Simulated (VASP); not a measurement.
Input of a VASP 6.6.1 run:

The input INCAR:

```
PREC = Accurate
ENCUT = 520
EDIFF = 1E-7
ISMEAR = 0
SIGMA = 0.1
LREAL = F
LASPH = T
NELM = 80
ALGO = Normal
ISIF = 2
LWAVE = F
LCHARG = F
GGA = PE
NBANDS = 39
```

File KPOINTS:

```
regular mesh
0
Gamma
  8 8 8
```

File POSCAR:

```
Sn3GeSe
1.0
    5.4072876253      0.0000000000      0.0000000000
    0.0000000000      5.4072876253      0.0000000000
    0.0000000000      0.0000000000      5.4072876253
Sn Ge Se
3 1 1
Direct
    0.5000000000      0.0000000000      0.0000000000
    0.0000000000      0.5000000000      0.0000000000
    0.0000000000      0.0000000000      0.5000000000
    0.0000000000      0.0000000000      0.0000000000
    0.5000000000      0.5000000000      0.5000000000
```

Potentials or basis: VASP PAW PBE potentials, release 64 (Sn_d, Ge_d, Se).

Run with:

```sh
$ cat potpaw_PBE.64/Sn_d/POTCAR potpaw_PBE.64/Ge_d/POTCAR potpaw_PBE.64/Se/POTCAR > POTCAR
$ mpirun -np 1 vasp_std > vasp.out
```

**Question.** Predict the band gap on the k mesh.

**Answer.** Zero (band 31 reaches 5.53 eV, above the bottom of band 32 at 4.58 eV).

**Question.** Predict the pressure.

**Answer.** 0.0 GPa.

Caveat: spin-orbit coupling is left out, which moves the levels of the heavy elements.
